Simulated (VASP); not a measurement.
A run of VASP 6.6.1:

Contents of INCAR:

```
PREC = Accurate
ENCUT = 520
EDIFF = 1E-6
ISMEAR = 0
SIGMA = 0.1
LREAL = F
LASPH = T
NELM = 60
ALGO = Fast
ISIF = 2
LWAVE = F
LCHARG = T
GGA = PE
LELF = T
LVHAR = T
NBANDS = 14
```

KPOINTS

```
Automatic mesh
0
Gamma
  6 6 4
```

POSCAR

```
Bi
1.0
    3.1959972414      0.0000000000      0.0000000000
    0.0000000000      3.1959972414      0.0000000000
    0.0000000000      0.0000000000      3.4804084068
Bi
1
Direct
    0.5000000000      0.5000000000      0.0000000000
```

Potentials or basis: VASP PAW PBE potentials, release 64 (Bi_d).

Run with:

```bash
$ cat potpaw_PBE.64/Bi_d/POTCAR > POTCAR
$ mpirun -np 1 vasp_std > vasp.out
```

Hardware: 1 thread of Intel Xeon 6975P-C, on a shared host.

Problem. Estimate the wall time of this run.

Solution. It took 7.9 s on 1 thread of Intel Xeon 6975P-C, with other jobs on the host, peak memory 0.14 GiB. Counts: scf iterations 12, k points 30.
